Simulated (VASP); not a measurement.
# AlGa3N4 (P-43m) in VASP: further runs, part 2 of 2

VASP 6.6.1.

## 4. Relaxation of cell and atoms, PBEsol, target pressure 12 GPa, at which the enthalpy is minimised

This run uses another cell than the first one, of 10.53 Å³/atom, 0.945 times its volume.

Contents of INCAR:

```
SYSTEM = AlGa3N4
  PREC = Accurate
  ENCUT = 600
  EDIFF = 1E-6
  ISMEAR = 0
  SIGMA = 0.02
  LREAL = .False.
  LASPH = .True.
  NELM = 80
  ALGO = Normal
  ISIF = 3
  LWAVE = .False.
  LCHARG = .False.
  GGA = PS
  IBRION = 2
  NSW = 70
  EDIFFG = -0.008
  PSTRESS = 120.0
```

Contents of KPOINTS:

```
Automatic mesh
0
Gamma
  6 6 6
  0 0 0
```

Contents of POSCAR:

```
AlGa3N4
1.0
    4.3839848439      0.0000000000      0.0000000000
    0.0000000000      4.3839848439      0.0000000000
    0.0000000000      0.0000000000      4.3839848439
Al Ga N
1 3 4
Direct
    0.0000000000      0.0000000000      0.0000000000
    0.5000000000      0.5000000000      0.0000000000
    0.5000000000      0.0000000000      0.5000000000
    0.0000000000      0.5000000000      0.5000000000
    0.7550434857      0.7550434857      0.2449565143
    0.7550434857      0.2449565143      0.7550434857
    0.2449565143      0.7550434857      0.7550434857
    0.2449565143      0.2449565143      0.2449565143
```

Potentials or basis: VASP PAW PBE potentials, release 64 (Al, Ga_d, N).

On the command line:

```
cat potpaw_PBE.64/Al/POTCAR potpaw_PBE.64/Ga_d/POTCAR potpaw_PBE.64/N/POTCAR > POTCAR
mpirun -np 1 vasp_std > vasp.out
```

OUTCAR:

```text
SYSTEM = AlGa3N4
   PREC = Accurate
   ENCUT = 600
   EDIFF = 1E-6
   ISMEAR = 0
   LREAL = .False.
   LASPH = .True.
   NELM = 80
   ISIF = 3
   GGA = PS
   IBRION = 2
   NSW = 70
   EDIFFG = -0.008
   PSTRESS = 120.0

 ion  position               nearest neighbor table
   1  0.000  0.000  0.000-   5 1.86   6 1.86   7 1.86   8 1.86   3 3.10   4 3.10   2 3.10   3 3.10
                             4 3.10   2 3.10   4 3.10   4 3.10   2 3.10   3 3.10   3 3.10   2 3.10
   2  0.500  0.500  0.000-   5 1.91   6 1.91   7 1.91   8 1.91   1 3.10   1 3.10   1 3.10   1 3.10

   3  0.500  0.000  0.500-   5 1.91   6 1.91   7 1.91   8 1.91   1 3.10   1 3.10   1 3.10   1 3.10
[... 1015 lines left out ...]
  external PRESSURE =      -0.9161056 kB  Pullay stress =     120.0000000 kB

 VOLUME and BASIS-vectors are now :
 -----------------------------------------------------------------------------
  energy-cutoff  :      600.00
  volume of cell :       84.26
      direct lattice vectors                 reciprocal lattice vectors
     4.383984844  0.000000000  0.000000000     0.228102978  0.000000000  0.000000000
     0.000000000  4.383984844  0.000000000     0.000000000  0.228102978  0.000000000
     0.000000000  0.000000000  4.383984844     0.000000000  0.000000000  0.228102978

 POSITION                                       TOTAL-FORCE (eV/Angst)
 -----------------------------------------------------------------------------------
      0.00000      0.00000      0.00000         0.000000      0.000000      0.000000
      2.19199      2.19199      0.00000        -0.000000      0.000000      0.000000
      2.19199      0.00000      2.19199         0.000000      0.000000      0.000000
      0.00000      2.19199      2.19199         0.000000      0.000000      0.000000
      3.31010      3.31010      1.07389        -0.002753     -0.002753      0.002753
      3.31010      1.07389      3.31010        -0.002753      0.002753     -0.002753
      1.07389      3.31010      3.31010         0.002753     -0.002753     -0.002753
      1.07389      1.07389      1.07389         0.002753      0.002753      0.002753
 -----------------------------------------------------------------------------------
    total drift:                               -0.000000     -0.000000     -0.000000

  FREE ENERGIE OF THE ION-ELECTRON SYSTEM (eV)
  ---------------------------------------------------
  free  energy   TOTEN  =       -54.7986226097 eV

  energy  without entropy=      -54.7986226097  energy(sigma->0) =      -54.79862261

  enthalpy is  TOTEN    =       -48.4879188203 eV   P V=        6.3107037894

 reached required accuracy - stopping structural energy minimisation
```

OSZICAR:

```text
N       E                     dE             d eps       ncg     rms          rms(c)
DAV:   1     0.692391590245E+03    0.69239E+03   -0.31716E+04  1574   0.313E+03
DAV:   2     0.618790458261E+02   -0.63051E+03   -0.60712E+03  1624   0.717E+02
DAV:   3    -0.551569345352E+02   -0.11704E+03   -0.11178E+03  1744   0.218E+02
DAV:   4    -0.628830798843E+02   -0.77261E+01   -0.76769E+01  1995   0.589E+01
DAV:   5    -0.630896193401E+02   -0.20654E+00   -0.20626E+00  1975   0.943E+00    0.155E+01
DAV:   6    -0.546568831592E+02    0.84327E+01   -0.30095E+01  2812   0.691E+01    0.463E+00
DAV:   7    -0.548896024398E+02   -0.23272E+00   -0.45404E+00  1673   0.145E+01    0.392E+00
DAV:   8    -0.548379518952E+02    0.51651E-01   -0.68474E-01  2265   0.111E+01    0.110E+00
DAV:   9    -0.547978341219E+02    0.40118E-01   -0.20117E-01  2545   0.667E+00    0.414E-01
DAV:  10    -0.547985592100E+02   -0.72509E-03   -0.17442E-02  1749   0.949E-01    0.128E-01
DAV:  11    -0.547986200190E+02   -0.60809E-04   -0.19026E-03  2462   0.605E-01    0.325E-02
DAV:  12    -0.547986186280E+02    0.13911E-05   -0.46906E-04  2176   0.253E-01    0.165E-02
DAV:  13    -0.547986231524E+02   -0.45245E-05   -0.37370E-05  1900   0.442E-02    0.890E-03
DAV:  14    -0.547986226097E+02    0.54277E-06   -0.29494E-06  1555   0.146E-02
   1 F= -.48487919E+02 E0= -.48487919E+02  d E =-.484879E+02
```

Run time: 2.1 min. Hardware: 1 thread of AMD EPYC 7R13, shared host; peak memory 0.21 GiB.

Results:

```
Free energy                  : -54.7986 eV
Pressure after relaxing      : 11.9 GPa
Largest force after relaxing : 0.005 eV/Å
Band gap on the k mesh       : 2.71 eV, direct
```

Forces on the atoms (eV/Å):
```
Al   0.000  0.000  0.000
Ga   0.000  0.000  0.000
Ga   0.000  0.000  0.000
Ga   0.000  0.000  0.000
N   -0.003 -0.003  0.003
N   -0.003  0.003 -0.003
N    0.003 -0.003 -0.003
N    0.003  0.003  0.003
```

Final structure:
```
Al Ga N
1.0
     4.38398    0.00000    0.00000
     0.00000    4.38398    0.00000
     0.00000    0.00000    4.38398
Al Ga N
1 3 4
Direct
  0.00000 0.00000 0.00000
  0.50000 0.50000 0.00000
  0.50000 0.00000 0.50000
  0.00000 0.50000 0.50000
  0.75504 0.75504 0.24496
  0.75504 0.24496 0.75504
  0.24496 0.75504 0.75504
  0.24496 0.24496 0.24496
```

Caveat: the relaxation stopped at its first step, so nothing moved; the cell is relaxed towards a set pressure, so the enthalpy falls and the energy may rise; the PAW data sets were made with another functional, which shifts forces and pressure a little.

## 5. Relaxation of cell and atoms, PBEsol, target pressure 4 GPa, at which the enthalpy is minimised

This run uses another cell than the first one, of 10.92 Å³/atom, 0.980 times its volume.

Contents of INCAR:

```
PREC = Accurate
ENCUT = 600
EDIFF = 1E-6
ISMEAR = 0
SIGMA = 0.02
LREAL = False
LASPH = True
NELM = 80
ALGO = Normal
ISIF = 3
LWAVE = False
LCHARG = False
GGA = PS
IBRION = 2
NSW = 70
EDIFFG = -0.008
PSTRESS = 40.0
```

Contents of KPOINTS:

```
Automatic mesh
0
Gamma
  6 6 6
```

POSCAR, as its differences from that of step 4:

```diff
@@ -2,5 +2,5 @@
 1.0
-    4.3839848439      0.0000000000      0.0000000000
-    0.0000000000      4.3839848439      0.0000000000
-    0.0000000000      0.0000000000      4.3839848439
+    4.4375602049      0.0000000000      0.0000000000
+    0.0000000000      4.4375602049      0.0000000000
+    0.0000000000      0.0000000000      4.4375602049
 Al Ga N
```

Potentials or basis: VASP PAW PBE potentials, release 64 (Al, Ga_d, N).

On the command line:

```
cat potpaw_PBE.64/Al/POTCAR potpaw_PBE.64/Ga_d/POTCAR potpaw_PBE.64/N/POTCAR > POTCAR
mpirun -np 1 vasp_std > vasp.out
```

OUTCAR:

```text
PREC = Accurate
   ENCUT = 600
   EDIFF = 1E-6
   ISMEAR = 0
   LREAL = False
   LASPH = True
   NELM = 80
   ISIF = 3
   GGA = PS
   IBRION = 2
   NSW = 70
   EDIFFG = -0.008
   PSTRESS = 40.0

 ion  position               nearest neighbor table
   1  0.000  0.000  0.000-   5 1.88   6 1.88   7 1.88   8 1.88   3 3.14   4 3.14   2 3.14   3 3.14
                             4 3.14   2 3.14   4 3.14   4 3.14   2 3.14   3 3.14   3 3.14   2 3.14
   2  0.500  0.500  0.000-   5 1.93   6 1.93   7 1.93   8 1.93   1 3.14   1 3.14   1 3.14   1 3.14

   3  0.500  0.000  0.500-   5 1.93   6 1.93   7 1.93   8 1.93   1 3.14   1 3.14   1 3.14   1 3.14

   4  0.000  0.500  0.500-   5 1.93   6 1.93   7 1.93   8 1.93   1 3.14   1 3.14   1 3.14   1 3.14

   5  0.755  0.755  0.245-   1 1.88   2 1.93   3 1.93   4 1.93
   6  0.755  0.245  0.755-   1 1.88   2 1.93   3 1.93   4 1.93
   7  0.245  0.755  0.755-   1 1.88   2 1.93   3 1.93   4 1.93
   8  0.245  0.245  0.245-   1 1.88   2 1.93   3 1.93   4 1.93

  LATTYP: Found a simple cubic cell.
 ALAT       =     4.4375602049

  Lattice vectors:

 A1 = (   4.4375602049,   0.0000000000,   0.0000000000)
 A2 = (   0.0000000000,   4.4375602049,   0.0000000000)
 A3 = (   0.0000000000,   0.0000000000,   4.4375602049)

Analysis of symmetry for initial positions (statically):
[... 169 lines left out ...]
 NGX is ok and might be reduce to    36
   NGX = 17   NGY = 17   NGZ = 17

--------------------------------------- Ionic step        1  -------------------------------------------

 number of electron      61.9999944 magnetization

 Free energy of the ion-electron system (eV)
  ---------------------------------------------------
  ext. energy  EPLUGINS =         0.00000000
  ---------------------------------------------------
  free energy    TOTEN  =       -54.95336082 eV

  energy without entropy =      -54.95336082  energy(sigma->0) =      -54.95336082

------------------------ aborting loop because EDIFF is reached ----------------------------------------

  FORCE on cell =-STRESS in cart. coord.  units (eV):
  Direction    XX          YY          ZZ          XY          YZ          ZX
  --------------------------------------------------------------------------------------
  -------------------------------------------------------------------------------------
  Total        2.0517868      2.0517868      2.0517868      0.0000000      0.0000000      0.0000000
  in kB       37.6192416     37.6192416     37.6192416      0.0000000      0.0000000      0.0000000
  external PRESSURE =      -2.3807584 kB  Pullay stress =      40.0000000 kB
[... 75 lines left out ...]
--------------------------------------- Ionic step        3  -------------------------------------------

 number of electron      61.9999944 magnetization

 Free energy of the ion-electron system (eV)
  ---------------------------------------------------
  ext. energy  EPLUGINS =         0.00000000
  ---------------------------------------------------
  free energy    TOTEN  =       -54.95025683 eV

  energy without entropy =      -54.95025683  energy(sigma->0) =      -54.95025683

 E-fermi :   5.7060     XC(G=0): -11.8556

 val. band max:        5.5450556333   @ k =   0.0000   0.0000   0.0000
 cond. band min:       8.0060246890   @ k =   0.0000   0.0000   0.0000
 fundamental gap:      2.4609690557
 Fermi energy:         5.7060304873

 k-point     1 :       0.0000    0.0000    0.0000
  band No.  band energies     occupation
      1     -10.3153      2.00000
      2      -8.9227      2.00000
      3      -8.9227      2.00000
      4      -8.9227      2.00000
      5      -7.5797      2.00000
      6      -7.5535      2.00000
[... 828 lines left out ...]
  energy  without entropy=      -54.9502568310  energy(sigma->0) =      -54.95025683

  enthalpy is  TOTEN    =       -52.7718427092 eV   P V=        2.1784141218

 reached required accuracy - stopping structural energy minimisation
```

Run time: 4.8 min. Hardware: 1 thread of AMD EPYC 7R13, shared host; peak memory 0.22 GiB.

What came out:

| Quantity | Value |
| --- | --- |
| Free energy | -54.9503 eV |
| Relaxed volume | 10.91 Å³/atom |
| Relaxed cell | a = 4.435 Å, b = 4.435 Å, c = 4.435 Å, α = 90.00°, β = 90.00°, γ = 90.00° |
| Space group after relaxing (to 0.05 Å) | P-43m (No. 215) |
| Energy change on relaxing (the enthalpy is what falls) | +0.4 meV/atom |
| Ionic steps | 3 |
| Pressure after relaxing | 4.0 GPa |
| Band gap on the k mesh | 2.46 eV, direct |

The path:
| step | energy change (eV) | largest force (eV/Å) | pressure (GPa) | volume (Å³) |
| --- | --- | --- | --- | --- |
| 1 | 0.0000 | 0.0113 | 3.76 | 87.38 |
| 2 | 0.0051 | 0.0032 | 4.19 | 87.18 |
| 3 | 0.0031 | 0.0019 | 3.95 | 87.26 |

Final structure:
```xyz
8
Lattice="4.4354 0.0000 0.0000 0.0000 4.4354 0.0000 0.0000 0.0000 4.4354" Properties=species:S:1:pos:R:3 pbc="T T T"
Al    0.0000    0.0000    0.0000
Ga    2.2177    2.2177    0.0000
Ga    2.2177    0.0000    2.2177
Ga    0.0000    2.2177    2.2177
N     3.3487    3.3487    1.0867
N     3.3487    1.0867    3.3487
N     1.0867    3.3487    3.3487
N     1.0867    1.0867    1.0867
```

Caveat: the cell is relaxed towards a set pressure, so the enthalpy falls and the energy may rise; the PAW data sets were made with another functional, which shifts forces and pressure a little.

## 6. The runs side by side

```csv
cell,smearing,gap on the mesh (eV),pressure (GPa),relaxed volume (Å³/atom)
"relaxed from a = 4.468 Å, 8 atoms",gaussian 0.01 eV,2.32,0.0,11.13
"relaxed from a = 4.472 Å, 8 atoms",gaussian 0.02 eV,2.32,0.0,11.13
"relaxed to 12 GPa from a = 4.384 Å, 8 atoms",gaussian 0.02 eV,2.71,11.9,-
"relaxed to 4 GPa from a = 4.438 Å, 8 atoms",gaussian 0.02 eV,2.46,4.0,-
```

Alike in all rows: task relaxation of cell and atoms; level PBEsol; potentials or basis VASP PAW PBE potentials, release 64 (Al, Ga_d, N); no spin polarisation; k mesh 6 × 6 × 6; cutoff (eV) 600.

Caveats: the PAW data sets were made with another functional, which shifts forces and pressure a little; the cell is relaxed towards a set pressure, so the enthalpy falls and the energy may rise (some runs); the relaxation stopped at its first step, so nothing moved (some runs).

Total energies depend on the potentials used, so only differences within one code and one set of settings carry meaning.
